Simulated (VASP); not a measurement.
A run of VASP 6.6.1 is set up as follows.

The input INCAR:

```
SYSTEM = PbS
ALGO = Normal ; EDIFF = 1E-6
ENCUT = 520 ; GGA = PE
ISIF = 2 ; ISMEAR = 0
LASPH = .TRUE. ; LCHARG = .FALSE.
LREAL = .FALSE. ; LWAVE = .FALSE.
NBANDS = 28 ; NELM = 80
PREC = Accurate ; SIGMA = 0.011
```

File KPOINTS:

```
k-points
0
G
  7 7 6
  0 0 0
```

File POSCAR:

```
PbS
1.0
    2.0799526950     -5.9912968650      0.0000000000
    2.0799526950      5.9912968650      0.0000000000
    0.0000000000      0.0000000000      4.2793209400
Pb S
2 2
Direct
    0.1305633500      0.8694366500      0.2500000000
    0.8694366500      0.1305633500      0.7500000000
    0.3547970900      0.6452029100      0.2500000000
    0.6452029100      0.3547970900      0.7500000000
```

Potentials or basis: VASP PAW PBE potentials, release 64 (Pb_d, S).

The run is started by

```bash
$ cat potpaw_PBE.64/Pb_d/POTCAR potpaw_PBE.64/S/POTCAR > POTCAR
$ mpirun -np 1 vasp_std > vasp.out
```

Problem. Predict the pressure.

Solution. 1.0 GPa.

Problem. What does it give for the largest force?

Solution. 0.103 eV/Å.

Forces in eV/Å, atoms in the order of the input:
```
Pb   0.000  0.070  0.000
Pb   0.000 -0.070  0.000
S    0.000 -0.103  0.000
S    0.000  0.103  0.000
```
